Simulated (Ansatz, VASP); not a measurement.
**Sb: VASP beside Ansatz**

Contents of INCAR:

```
SYSTEM = Sb
ALGO = Normal ; EDIFF = 1E-6
ENCUT = 520 ; GGA = PE
ISIF = 2 ; ISMEAR = 0
LASPH = .TRUE. ; LCHARG = .FALSE.
LREAL = .FALSE. ; LWAVE = .FALSE.
NBANDS = 8 ; NELM = 80
PREC = Accurate ; SIGMA = 0.1
```

File KPOINTS:

```
k-points
0
G
  18 18 18
  0 0 0
```

POSCAR

```
Sb
1.0
    3.1404230139      0.0000000000      0.0000000000
    0.0000000000      3.1404230139      0.0000000000
    0.0000000000      0.0000000000      3.1404230139
Sb
1
Direct
    0.5000000000      0.5000000000      0.5000000000
```

Input for Ansatz:

```yaml
crystal:
  lattice:
    - [3.1404230139, 0.0, 0.0]
    - [0.0, 3.1404230139, 0.0]
    - [0.0, 0.0, 3.1404230139]
  atoms:
    - { symbol: Sb, position: [0.5, 0.5, 0.5] }
basis:
  ecutwfc: 420
kpoints:
  mp_grid: { grid: [18, 18, 18] }
hamiltonian:
  xc: pbe
scf:
  occupations: { method: gaussian, width: 0.1 }
output:
  forces: true
  stress: true
  eigenvalues: true
```

Alike in both runs: task single point; functional PBE; k mesh 18 × 18 × 18; occupations gaussian, width 0.1 eV; no spin polarisation.

```csv
,VASP,Ansatz
version,VASP 6.6.1,Ansatz 0.2.0
potentials or method,"VASP PAW PBE potentials, release 64 (Sb), cutoff 520 eV","scalar-relativistic, plane waves, PAW"
valence electrons in the cell,5,15
```

```tsv
	VASP	Ansatz	Ansatz less VASP
gap on the k mesh at the Fermi level (eV)	none	none	-
pressure (GPa)	-1.6	-1.5	+0.04
```

A gap of «none» marks a metal or a gap that the smearing closes. VASP's potentials hold 5 valence electrons a cell and Ansatz's 15, so a difference there can come from the potentials and not from the codes.

Spin-orbit coupling is off throughout.
